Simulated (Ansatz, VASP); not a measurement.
## H3CCl in VASP and in Ansatz

POSCAR

```
H3CCl
1.0
    8.2031320000      0.0000000000      0.0000000000
    0.0000000000      8.2031320000      0.0000000000
    0.0000000000      0.0000000000      8.2031320000
C Cl H
6 6 18
Direct
    0.5488827000      0.2561547000      0.9420388000
    0.9881925000      0.5459774000      0.2602348000
    0.4305115000      0.7316870000      0.6325988000
    0.6775572000      0.9543786000      0.2737795000
    0.0382404000      0.1835829000      0.2600565000
    0.0470527000      0.8028002000      0.9218980000
    0.4713063000      0.3774962000      0.7801675000
    0.9898437000      0.5451906000      0.4768931000
    0.5436024000      0.7634729000      0.8146545000
    0.7398671000      1.0961224000      0.4253392000
    0.1169990000     -0.0104826000      0.3155529000
    0.2143253000      0.9356264000      0.9582471000
    0.6227318000      0.1584892000      0.8910164000
    0.6229990000      0.3324507000      1.0212929000
    0.4471258000      0.2052472000      1.0102258000
    0.9913717000      0.6715625000      0.2176460000
    1.0947331000      0.4803848000      0.2161640000
    0.8774890000      0.4864535000      0.2178418000
    0.4696998000      0.8199375000      0.5416501000
    0.4530097000      0.6084668000      0.5889394000
    0.3014625000      0.7477234000      0.6587653000
    0.5465278000      0.9360424000      0.2832985000
    0.7080135000      1.0030792000      0.1542128000
    0.7410155000      0.8395846000      0.2935506000
   -0.0138731000      0.2412076000      0.3675698000
    0.1370202000      0.2579733000      0.2120552000
   -0.0553385000      0.1671627000      0.1674882000
   -0.0000447000      0.8253103000      0.7999527000
    0.0887962000      0.6772966000      0.9319902000
   -0.0472294000      0.8266757000      1.0120998000
```

Contents of INCAR.step1:

```
SYSTEM = H3CCl
PREC     = Accurate       ! precision mode
ENCUT    = 520            ! plane-wave cutoff, eV
ISMEAR   = -1             ! smearing method
SIGMA    = 0.02           ! smearing width, eV
LREAL    = Auto         
LASPH    = .TRUE.         ! aspherical terms in the spheres
NELM     = 100            ! most SCF steps
GGA      = PE             ! functional
ALGO     = Normal         ! electronic algorithm
EDIFF    = 1E-4           ! SCF threshold, eV
LWAVE    = .TRUE.         ! write WAVECAR
LCHARG   = .FALSE.        ! write CHGCAR
```

The input INCAR.step2:

```
SYSTEM = H3CCl
PREC     = Accurate       ! precision mode
ENCUT    = 520            ! plane-wave cutoff, eV
EDIFF    = 1E-6           ! SCF threshold, eV
ISMEAR   = -1             ! smearing method
SIGMA    = 0.02           ! smearing width, eV
LREAL    = Auto         
LASPH    = .TRUE.         ! aspherical terms in the spheres
NELM     = 100            ! most SCF steps
ALGO     = Normal         ! electronic algorithm
ISIF     = 2              ! what is computed and relaxed
LWAVE    = .FALSE.        ! write WAVECAR
LCHARG   = .FALSE.        ! write CHGCAR
METAGGA  = R2SCAN         ! meta-GGA
LMIXTAU  = .TRUE.       
IVDW     = 12             ! dispersion correction
VDW_S6   = 1.0          
VDW_S8   = 0.78981345   
VDW_A1   = 0.49484001   
VDW_A2   = 5.73083694   
IBRION   = 2              ! ionic algorithm
NSW      = 35             ! ionic steps
EDIFFG   = -0.3           ! ionic threshold
ISTART   = 1
```

KPOINTS

```
regular mesh
0
G
  1 1 1
  0 0 0
```

Input for Ansatz:

```yaml
crystal:
  lattice:
    - [8.203132, 0.0, 0.0]
    - [0.0, 8.203132, 0.0]
    - [0.0, 0.0, 8.203132]
  atoms:
    - { symbol: C, position: [0.5488827, 0.2561547, 0.9420388] }
    - { symbol: Cl, position: [0.4713063, 0.3774962, 0.7801675] }
    - { symbol: H, position: [0.6227318, 0.1584892, 0.8910164] }
    - { symbol: H, position: [0.622999, 0.3324507, 1.0212929] }
    - { symbol: H, position: [0.4471258, 0.2052472, 1.0102258] }
    - { symbol: C, position: [0.9881925, 0.5459774, 0.2602348] }
    - { symbol: Cl, position: [0.9898437, 0.5451906, 0.4768931] }
    - { symbol: H, position: [0.9913717, 0.6715625, 0.217646] }
    - { symbol: H, position: [1.0947331, 0.4803848, 0.216164] }
    - { symbol: H, position: [0.877489, 0.4864535, 0.2178418] }
    - { symbol: C, position: [0.4305115, 0.731687, 0.6325988] }
    - { symbol: Cl, position: [0.5436024, 0.7634729, 0.8146545] }
    - { symbol: H, position: [0.4696998, 0.8199375, 0.5416501] }
    - { symbol: H, position: [0.4530097, 0.6084668, 0.5889394] }
    - { symbol: H, position: [0.3014625, 0.7477234, 0.6587653] }
    - { symbol: C, position: [0.6775572, 0.9543786, 0.2737795] }
    - { symbol: Cl, position: [0.7398671, 1.0961224, 0.4253392] }
    - { symbol: H, position: [0.5465278, 0.9360424, 0.2832985] }
    - { symbol: H, position: [0.7080135, 1.0030792, 0.1542128] }
    - { symbol: H, position: [0.7410155, 0.8395846, 0.2935506] }
    - { symbol: C, position: [0.0382404, 0.1835829, 0.2600565] }
    - { symbol: Cl, position: [0.116999, -0.0104826, 0.3155529] }
    - { symbol: H, position: [-0.0138731, 0.2412076, 0.3675698] }
    - { symbol: H, position: [0.1370202, 0.2579733, 0.2120552] }
    - { symbol: H, position: [-0.0553385, 0.1671627, 0.1674882] }
    - { symbol: C, position: [0.0470527, 0.8028002, 0.921898] }
    - { symbol: Cl, position: [0.2143253, 0.9356264, 0.9582471] }
    - { symbol: H, position: [-4.47e-05, 0.8253103, 0.7999527] }
    - { symbol: H, position: [0.0887962, 0.6772966, 0.9319902] }
    - { symbol: H, position: [-0.0472294, 0.8266757, 1.0120998] }
basis:
  ecutwfc: 500.0
kpoints:
  mp_grid: { grid: [1, 1, 1] }
hamiltonian:
  xc: r2scan
  dispersion: d3bj
scf:
  occupations: { method: fermi_dirac, width: 0.02 }
  lower_state_search: "off"
relax:
  f_tol: 0.3
  max_steps: 15
  adjacent_minimum: "off"
output:
  write_density: true
  write_potential: true
  elf: true
  volumetric_format: npy
```

Alike in both runs: task relaxation of the atoms; functional r2SCAN; dispersion D3(BJ); k mesh 1 × 1 × 1; occupations fermi-dirac, width 0.02 eV; no spin polarisation.

|  | VASP | Ansatz |
| --- | --- | --- |
| version | VASP 6.6.1 | Ansatz 0.2.0 |
| potentials or method | VASP PAW PBE potentials, release 64 (C, Cl, H), cutoff 520 eV | scalar-relativistic, plane waves, PAW |
| valence electrons in the cell | 84 | 84 |

```tsv
	VASP	Ansatz	Ansatz less VASP
gap on the k mesh at the Fermi level, each at its own relaxed structure (eV)	5.98	5.92	-0.060
```

VASP's potentials were made for PBE, not for r2SCAN. Ansatz's warnings: dispersion damping borrowed, xc potential rough in thin density.
